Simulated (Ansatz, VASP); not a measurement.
## One calculation of AlNi, two programs

```
CELL_PARAMETERS angstrom
1.91249 -1.92679 0.00000
1.91249 1.92679 0.00000
0.00000 0.00000 3.05754
ATOMIC_POSITIONS crystal
Ni 0.50000 0.50000 0.50000
Al 0.00000 0.00000 0.00000
```

Alike in both runs: task single point; functional PBE; k mesh 10 × 10 × 9; occupations fermi-dirac, width 0.05 eV; collinear spin.

|  | VASP | Ansatz |
| --- | --- | --- |
| version | VASP 6.6.1 | Ansatz 0.2.0 |
| potentials or method | VASP PAW PBE potentials, release 64 (Ni, Al) | Ansatz PAW |
| plane-wave cutoff (eV) | 520 | 420 |
| valence electrons in the cell | 13 | 21 |

```csv
,VASP,Ansatz,Ansatz less VASP
gap on the k mesh at the Fermi level (eV),none,none,-
pressure (GPa),14.3,14.2,-0.18
"traceless stress, the component that is largest in VASP (GPa)",-5.36,-5.22,+0.141
net moment per atom (μB),0.00,0.00,-0.001
```

A gap of «none» marks a metal or a gap that the smearing closes. VASP's potentials hold 13 valence electrons a cell and Ansatz's 21, so a difference there can come from the potentials and not from the codes.
